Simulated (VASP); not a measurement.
A run of VASP 6.6.1 is set up as follows.

The input INCAR:

```
SYSTEM = Hf
PREC = Accurate
ENCUT = 520
EDIFF = 1E-6
ISMEAR = -1
SIGMA = 0.05
LREAL = .FALSE.
LASPH = .TRUE.
NELM = 100
ALGO = Fast
ISIF = 2
LWAVE = .FALSE.
LCHARG = .TRUE.
GGA = B5
ALDAX = 1.0
AGGAX = 1.0
AGGAC = 1.0
ALDAC = 0.0
LELF = .TRUE.
LVHAR = .TRUE.
NBANDS = 11
```

KPOINTS

```
regular mesh
0
G
  10 10 10
  0 0 0
```

File POSCAR:

```
Hf
1.0
    0.0000000000      2.2604973388      2.2604973388
    2.2604973388      0.0000000000      2.2604973388
    2.2604973388      2.2604973388      0.0000000000
Hf
1
Direct
    0.0000000000      0.0000000000      0.0000000000
```

Potentials or basis: VASP PAW PBE potentials, release 64 (Hf_pv).

Launch:

```bash
$ cat potpaw_PBE.64/Hf_pv/POTCAR > POTCAR
$ mpirun -np 1 vasp_std > vasp.out
```

**Question.** What does it give for the pressure?

**Answer.** 0.0 GPa.

**Question.** What does it give for the band gap on the k mesh?

**Answer.** Zero (band 5 reaches 6.32 eV, above the bottom of band 6 at 4.66 eV).

Caveat: the PAW data sets were made with another functional, which shifts forces and pressure a little; spin-orbit coupling is left out, which moves the levels of the heavy elements.
